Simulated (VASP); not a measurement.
Runs of VASP 6.6.1 on ZnRe. It takes space group P-6m2 (No. 187, hexagonal). Conventional cell: a = 2.748 Å, b = 2.748 Å, c = 4.494 Å, α = 90.00°, β = 90.00°, γ = 120.00°. Re (site symmetry -6m2) has 6 Re at 2.75 Å and 6 Zn at 2.75 Å within 3.6 Å. Within 3.6 Å of Zn (site symmetry -6m2) lie 6 Zn at 2.75 Å and 6 Re at 2.75 Å. 

```tsv
k mesh	smearing	gap on the mesh (eV)	pressure (GPa)
10 × 10 × 5	methfessel-paxton 0.05 eV	none	-2.1
11 × 11 × 6	fermi-dirac 0.05 eV	none	-1.9
8 × 8 × 4	methfessel-paxton 0.05 eV	none	-1.7
12 × 12 × 7	methfessel-paxton 0.05 eV	none	(a)
```

Alike in all rows: task single point; level PBE; potentials or basis VASP PAW PBE potentials, release 64 (Re_sv_GW, Zn); no spin polarisation; cell as given; cutoff (eV) 560.

Problem. Estimate the missing entries.

Solution. (a) -2.0.

Caveats: spin-orbit coupling is left out, which moves the levels of the heavy elements.

A k mesh can miss the band edges, and the runs leave out spin-orbit coupling on Re.

A gap of «none» marks levels without a gap at the run's occupations.
